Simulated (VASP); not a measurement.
# O (R-3m) in VASP: single point with PBE

Aim: the single point of O with PBE.

All numbers are computed with VASP 6.6.1; they aren't measurements. Logs are shortened: lines on timing, memory, paths and dates and some standing lists are left out, and cuts for length are marked.

## (1) The cell of the first run

Symmetry: R-3m, No. 166, trigonal system. The conventional cell has a = 3.070 Å, b = 3.070 Å, c = 7.520 Å, α = 90.00°, β = 90.00°, γ = 120.00°. Within 1.6 Å of O (site symmetry 3m) lie 1 O at 1.21 Å.

## (2) Single point, PBE

INCAR

```
SYSTEM = O
PREC = Accurate
ENCUT = 1340
EDIFF = 1E-6
ISMEAR = -1
SIGMA = 0.1
LREAL = .FALSE.
LASPH = .TRUE.
NELM = 120
ALGO = Normal
ISIF = 2
LWAVE = .FALSE.
LCHARG = .TRUE.
GGA = PE
LELF = .TRUE.
LVHAR = .TRUE.
NBANDS = 13
GGA_COMPAT = .FALSE.
```

KPOINTS

```
Automatic mesh
0
G
  6 6 6
  0 0 0
```

POSCAR

```
O
1.0
    0.0000000000      2.1708564400      2.1708564400
    2.1708564400      0.0000000000      2.1708564400
    2.1708564400      2.1708564400      0.0000000000
O
2
Direct
    0.2438792148      0.1962535920      0.1761929019
    0.0823116841      0.0347282674      0.0146083203
```

Potentials or basis: VASP PAW PBE potentials, release 64 (O_h).

Launch:

```console
$ cat potpaw_PBE.64/O_h/POTCAR > POTCAR
$ mpirun -np 1 vasp_std > vasp.out
```

OUTCAR:

```text
SYSTEM = O
   PREC = Accurate
   ENCUT = 1340
   EDIFF = 1E-6
   ISMEAR = -1
   LREAL = .FALSE.
   LASPH = .TRUE.
   NELM = 120
   ISIF = 2
   GGA = PE

 ion  position               nearest neighbor table
   1  0.244  0.196  0.176-   2 1.21
   2  0.082  0.035  0.015-   1 1.21

  LATTYP: Found a face centered cubic cell.
 ALAT       =     4.3417128800

  Lattice vectors:

 A1 = (   0.0000000000,   2.1708564400,   2.1708564400)
 A2 = (   2.1708564400,   0.0000000000,   2.1708564400)
 A3 = (   2.1708564400,   2.1708564400,   0.0000000000)

Analysis of symmetry for initial positions (statically):
=====================================================================
 Subroutine PRICEL returns:
 Original cell was already a primitive cell.

 Routine SETGRP: Setting up the symmetry group for a
 face centered cubic supercell.

 Subroutine GETGRP returns: Found  2 space group operations
 (whereof  1 operations were pure point group operations)
 out of a pool of 48 trial point group operations.

The static configuration has the point symmetry C_1 .
 The point group associated with its full space group is S_2 .

Analysis of symmetry for dynamics (positions and initial velocities):
=====================================================================
 Subroutine PRICEL returns:
 Original cell was already a primitive cell.

 Routine SETGRP: Setting up the symmetry group for a
 face centered cubic supercell.

 Subroutine GETGRP returns: Found  2 space group operations
 (whereof  1 operations were pure point group operations)
 out of a pool of 48 trial point group operations.

The dynamic configuration has the point symmetry C_1 .
 The point group associated with its full space group is S_2 .

 Subroutine INISYM returns: Found  2 space group operations
 (whereof  1 operations are pure point group operations),
 and found     1 'primitive' translations

----------------------------------------------------------------------------------------

                                     Primitive cell

  volume of cell :      20.4608

  direct lattice vectors                    reciprocal lattice vectors
     0.000000000  2.170856440  2.170856440    -0.230323844  0.230323844  0.230323844
     2.170856440  0.000000000  2.170856440     0.230323844 -0.230323844  0.230323844
     2.170856440  2.170856440  0.000000000     0.230323844  0.230323844 -0.230323844

[... 77 lines left out ...]
   ISPIN  =      1    spin polarized calculation?
   LNONCOLLINEAR =      F non collinear calculations
   LSORBIT =      F    spin-orbit coupling
   LASPH  =      T    aspherical Exc in radial PAW
   ENCUT  = 1340.0 eV  98.49 Ry    9.92 a.u.   9.16  9.16  9.16*2*pi/ulx,y,z
   NELM   =    120;   NELMIN=  2; NELMDL= -5     # of ELM steps
   EDIFF  = 0.1E-05   stopping-criterion for ELM
   LREAL  =      F    real-space projection
[... 7 lines left out ...]
   TEBEG  =    0.0;   TEEND  =   0.0 temperature during run
   PSTRESS=    0.0 pullay stress
   NELECT =      12.0000    total number of electrons
   NUPDOWN=      -1.0000    fix difference up-down
   EMIN   =  10.00;   EMAX   =-10.00  energy-range for DOS
   EFERMI =   0.00;   METHOD = LEGACY
   ISMEAR =    -1;   SIGMA  =   0.10  broadening in eV -4-tet -1-fermi 0-gaus
   EFERMI_NEDOS =   21; number of points for ismear=-14 and -15
   IALGO  =     38    algorithm
   IMIX   =      4    mixing-type and parameters
     AMIX     =   0.40;   BMIX     =  1.00
     AMIX_MAG =   1.60;   BMIX_MAG =  1.00
  volume/ion in A,a.u.               =      10.23        69.04
  Fermi-wavevector in a.u.,A,eV,Ry     =   1.370337  2.589562 25.549351  1.877824
  Thomas-Fermi vector in A             =   2.496132
   LORBIT       =      0    0 simple, 1 ext, 2 COOP (PROOUT), +10 PAW based schemes
   GGA     = PE    functional components
   LHFCALC =     F    Hartree Fock is set to
   AEXX    =    0.0000 exact exchange contribution
   IVDW    =     0    specifies the selected vdW correction
   LEPSILON=     F    determine dielectric tensor
   LRPA    =     F    only Hartree local field effects (RPA)
 non-spin polarized calculation
  energy-cutoff  :     1340.00
  volume of cell :       20.46
 maximum number of plane-waves:      2301
 NGX is ok and might be reduce to    40
   NGX = 19   NGY = 19   NGZ = 19

 number of electron      12.0000000 magnetization

 Free energy of the ion-electron system (eV)
  ---------------------------------------------------
  ext. energy  EPLUGINS =         0.00000000
  ---------------------------------------------------
  free energy    TOTEN  =        -9.24689622 eV

  energy without entropy =       -9.22562248  energy(sigma->0) =       -9.23625935

 E-fermi :   2.3988     XC(G=0):  -9.8680

 val. band max:        2.3324458142   @ k =   0.1667   0.1667   0.0000
 cond. band min:       2.4866929231   @ k =  -0.3333   0.3333   0.5000
 fundamental gap:      0.1542471089
 Fermi energy:         2.3988419566

 k-point     1 :       0.0000    0.0000    0.0000
  band No.  band energies     occupation
      1     -24.9141      2.00000
      2      -9.8462      2.00000
      3      -7.3424      2.00000
      4      -3.5490      2.00000
      5      -3.5488      2.00000
      6       1.6414      1.99897
      7       1.6419      1.99897
      8      11.0522      0.00000
      9      11.8464      0.00000
     10      23.2792      0.00000
     11      23.2802      0.00000
     12      26.5853      0.00000
     13      26.5854      0.00000
[... 354 lines left out ...]
  band No.  band energies     occupation
      1     -24.4472      2.00000
      2     -12.6995      2.00000
      3      -4.6911      2.00000
      4      -4.4693      2.00000
      5      -4.1240      2.00000
      6       2.1110      1.89354
      7       3.3916      0.00010
      8      10.1493      0.00000
      9      14.4504      0.00000
     10      18.5407      0.00000
     11      21.3045      0.00000
     12      21.8673      0.00000
     13      28.8345      0.00000

 [... further k-points ...]
[... 5 lines left out ...]
  --------------------------------------------------------------------------------------
  -------------------------------------------------------------------------------------
  Total        1.9177859      1.9178025      1.9178608     -0.0576492     -0.0578999     -0.0583874
  in kB      150.1714557    150.1727557    150.1773222     -4.5141990     -4.5338319     -4.5719982
  external PRESSURE =     150.1738445 kB  Pullay stress =       0.0000000 kB

 VOLUME and BASIS-vectors are now :
 -----------------------------------------------------------------------------
  energy-cutoff  :     1340.00
  volume of cell :       20.46
      direct lattice vectors                 reciprocal lattice vectors
     0.000000000  2.170856440  2.170856440    -0.230323844  0.230323844  0.230323844
     2.170856440  0.000000000  2.170856440     0.230323844 -0.230323844  0.230323844
     2.170856440  2.170856440  0.000000000     0.230323844  0.230323844 -0.230323844

 POSITION                                       TOTAL-FORCE (eV/Angst)
 -----------------------------------------------------------------------------------
      0.80853      0.91192      0.95547         0.028544      0.027820      0.028935
      0.10710      0.21040      0.25408        -0.028544     -0.027820     -0.028935
 -----------------------------------------------------------------------------------
    total drift:                               -0.000002     -0.000007      0.000010

  FREE ENERGIE OF THE ION-ELECTRON SYSTEM (eV)
  ---------------------------------------------------
  free  energy   TOTEN  =        -9.2468962158 eV

  energy  without entropy=       -9.2256224776  energy(sigma->0) =       -9.23625935
```

OSZICAR:

```text
N       E                     dE             d eps       ncg     rms          rms(c)
DAV:   1     0.952827530030E+02    0.95283E+02   -0.10824E+04  2912   0.182E+03
DAV:   2    -0.355624137691E+01   -0.98839E+02   -0.92935E+02  4091   0.306E+02
DAV:   3    -0.949263703043E+01   -0.59364E+01   -0.58611E+01  3637   0.709E+01
DAV:   4    -0.952563603967E+01   -0.32999E-01   -0.32988E-01  3370   0.626E+00
DAV:   5    -0.952584259709E+01   -0.20656E-03   -0.20654E-03  3822   0.456E-01    0.447E+00
DAV:   6    -0.929360470848E+01    0.23224E+00   -0.23454E-01  3372   0.429E+00    0.229E+00
DAV:   7    -0.924532410109E+01    0.48281E-01   -0.18508E-01  3587   0.379E+00    0.543E-01
DAV:   8    -0.924705045796E+01   -0.17264E-02   -0.12969E-02  3152   0.123E+00    0.919E-02
DAV:   9    -0.924687818025E+01    0.17228E-03   -0.51188E-04  3687   0.248E-01    0.342E-02
DAV:  10    -0.924689449475E+01   -0.16314E-04   -0.52701E-05  3222   0.744E-02    0.108E-02
DAV:  11    -0.924689615096E+01   -0.16562E-05   -0.59662E-06  3447   0.271E-02    0.207E-03
DAV:  12    -0.924689621584E+01   -0.64877E-07   -0.19335E-07  2471   0.547E-03
   1 F= -.92468962E+01 E0= -.92362593E+01  d E =-.212737E-01
```

stdout:

```text
POSCAR found type information on POSCAR O
 POSCAR found :  1 types and       2 ions
 scaLAPACK will be used
 LDA part: xc-table for (Slater+PW92), standard interpolation
 POSCAR, INCAR and KPOINTS ok, starting setup
 FFT: planning ... GRIDC
 FFT: planning ... GRID_SOFT
 FFT: planning ... GRID
 WAVECAR not read
 entering main loop
```

It took 87 s on 1 thread of Intel Xeon Platinum 8259CL at 2.50GHz (Skylake/Cascade Lake), shared host; peak memory 0.28 GiB.

Results:

* Free energy: -9.2469 eV
* Pressure: 15.0 GPa
* Largest force: 0.049 eV/Å
* Band gap on the k mesh: zero (bands 6 and 7 overlap by 1.88 eV)

Forces in eV/Å, atoms in the order of the input:
```
O    0.029  0.028  0.029
O   -0.029 -0.028 -0.029
```

Levels at points of the mesh, in eV from the Fermi level:
```tsv
k point	band 2	band 3	band 4	band 5	band 6	band 7	band 8	band 9	band 10	band 11
(0.00, 0.00, 0.00)	-12.25	-9.74	-5.95	-5.95	-0.76	-0.76	8.65	9.45	20.88	20.88
(0.50, 0.00, 0.00)	-13.87	-8.52	-8.04	-5.87	-1.49	0.97	9.73	13.07	14.22	19.95
(0.00, 0.50, 0.00)	-13.87	-8.53	-8.04	-5.87	-1.49	0.97	9.73	13.07	14.22	19.95
(0.00, 0.00, 0.50)	-13.87	-8.52	-8.04	-5.87	-1.49	0.97	9.73	13.07	14.22	19.95
(0.50, 0.50, 0.50)	-16.45	-7.06	-7.06	-5.26	1.13	1.13	8.41	10.45	15.40	18.21
(0.50, 0.50, 0.00)	-15.11	-7.69	-7.33	-6.97	-0.97	1.62	10.08	10.77	15.60	20.05
(0.00, 0.50, 0.50)	-15.11	-7.69	-7.33	-6.97	-0.97	1.62	10.08	10.77	15.60	20.05
(0.50, 0.00, 0.50)	-15.11	-7.69	-7.33	-6.97	-0.97	1.62	10.08	10.77	15.60	20.05
```

Caveat: the k points lie up to 0.42 Å⁻¹ apart, too coarse for converged energies and pressures of a metal; spin is off for a triplet molecule; this functional lacks dispersion, which holds the molecules together, so the pressure and a relaxed volume are unreliable.

The gap in the log of VASP goes by the Fermi energy; the results here count the filled bands.